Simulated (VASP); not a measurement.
Write the native input for VASP 6.6.1 that does the following.

```yaml
Task: single point
Functional: PBE
Potentials_or_basis: VASP PAW PBE potentials, release 64 (Al, N)
Cutoff: 520 eV
k_mesh: 10 × 10 × 10
Occupations: gaussian, width 0.02 eV
Spin: no spin polarisation
Dipole_correction: no
Further_INCAR_settings: ALGO = Normal; EDIFF = 1e-06; NBANDS = 11
```

The structure of AlN lies in POSCAR:

```
AlN
1.0
    0.0000000000      1.9503599662      1.9503599662
    1.9503599662      0.0000000000      1.9503599662
    1.9503599662      1.9503599662      0.0000000000
Al N
1 1
Direct
    0.5000000000      0.5000000000      0.5000000000
    0.0000000000      0.0000000000      0.0000000000
```

This cell differs from its parent crystal: volume scaled by 0.88.

One way to write it, as run:

INCAR

```
ALGO = Normal ; EDIFF = 1E-6
ENCUT = 520 ; GGA = PE
ISIF = 2 ; ISMEAR = 0
LASPH = True ; LCHARG = True
LELF = True ; LREAL = False
LVHAR = True ; LWAVE = False
NBANDS = 11 ; NELM = 80
PREC = Accurate ; SIGMA = 0.02
```

KPOINTS

```
k-points
0
Gamma
  10 10 10
```

Potentials or basis: VASP PAW PBE potentials, release 64 (Al, N).

Command:

```bash
$ cat potpaw_PBE.64/Al/POTCAR potpaw_PBE.64/N/POTCAR > POTCAR
$ mpirun -np 1 vasp_std > vasp.out
```

It gave:

| Quantity | Value |
| --- | --- |
| Pressure | 41.1 GPa |
| Band gap on the k mesh | 5.10 eV, indirect (least direct gap 7.32 eV) |

Run time: 8 s on 1 thread of Intel(R) Xeon(R) Platinum 8259CL CPU @ 2.50GHz (Skylake/Cascade Lake), with other jobs on the host, peak memory 0.13 GiB.
